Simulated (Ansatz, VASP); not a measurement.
## Two plane-wave programs on HfB2

Contents of INCAR:

```
PREC     = Accurate       # precision mode
ENCUT    = 520            # plane-wave cutoff, eV
EDIFF    = 1E-6           # SCF threshold, eV
ISMEAR   = 0              # smearing method
SIGMA    = 0.1            # smearing width, eV
LREAL    = F              # projectors in reciprocal space
LASPH    = T              # aspherical terms in the spheres
NELM     = 60             # most SCF steps
ALGO     = Normal         # electronic algorithm
ISIF     = 2              # what is computed and relaxed
LWAVE    = F              # write WAVECAR
LCHARG   = F              # write CHGCAR
GGA      = PE             # functional
NBANDS   = 25             # bands
```

File KPOINTS:

```
Automatic mesh
0
Gamma
  4 4 4
```

File POSCAR:

```
HfB2
1.0
    4.9326086900      0.0000000000      0.0000000000
    0.0000000000      2.6265313000      2.8258567700
    0.0000000000     -2.6265313000      2.8258567700
Hf B
2 4
Direct
    0.2500000000      0.0869515900      0.0771445100
    0.7500000000      0.0771445100      0.0869515900
    0.2500000000      0.8432600900      0.6997048500
    0.7500000000      0.6997048500      0.8432600900
    0.0000000000      0.8702385400      0.8702385400
    0.5000000000      0.8702385400      0.8702385400
```

Input for Ansatz:

```yaml
crystal:
  lattice:
    - [4.93260869, 0.0, 0.0]
    - [0.0, 2.6265313, 2.82585677]
    - [0.0, -2.6265313, 2.82585677]
  atoms:
    - { symbol: Hf, position: [0.25, 0.08695159, 0.07714451] }
    - { symbol: Hf, position: [0.75, 0.07714451, 0.08695159] }
    - { symbol: B, position: [0.25, 0.84326009, 0.69970485] }
    - { symbol: B, position: [0.75, 0.69970485, 0.84326009] }
    - { symbol: B, position: [0.0, 0.87023854, 0.87023854] }
    - { symbol: B, position: [0.5, 0.87023854, 0.87023854] }
basis:
  ecutwfc: 420
kpoints:
  mp_grid: { grid: [4, 4, 4] }
hamiltonian:
  xc: pbe
scf:
  occupations: { method: gaussian, width: 0.1 }
  lower_state_search: "off"
output:
  forces: true
  stress: true
  eigenvalues: true
```

Alike in both runs: task single point; functional PBE; k mesh 4 × 4 × 4; occupations gaussian, width 0.1 eV; no spin polarisation.

|  | VASP | Ansatz |
| --- | --- | --- |
| version | VASP 6.6.1 | Ansatz 0.2.0 |
| potentials or method | VASP PAW PBE potentials, release 64 (Hf_pv, B), cutoff 520 eV | scalar-relativistic, plane waves, PAW |
| valence electrons in the cell | 32 | 64 |

```csv
,VASP,Ansatz,Ansatz less VASP
gap on the k mesh at the Fermi level (eV),none,none,-
rms of the force components (eV/Å),12.136,11.928,-0.2078
```

Atom by atom the forces differ by 0.215 eV/Å (rms over components). A gap of «none» marks a metal or a gap that the smearing closes. VASP's potentials hold 32 valence electrons a cell and Ansatz's 64, so a difference there can come from the potentials and not from the codes.

The k mesh is coarse, so the values compare programs but aren't converged. Neither program's run includes spin-orbit coupling.
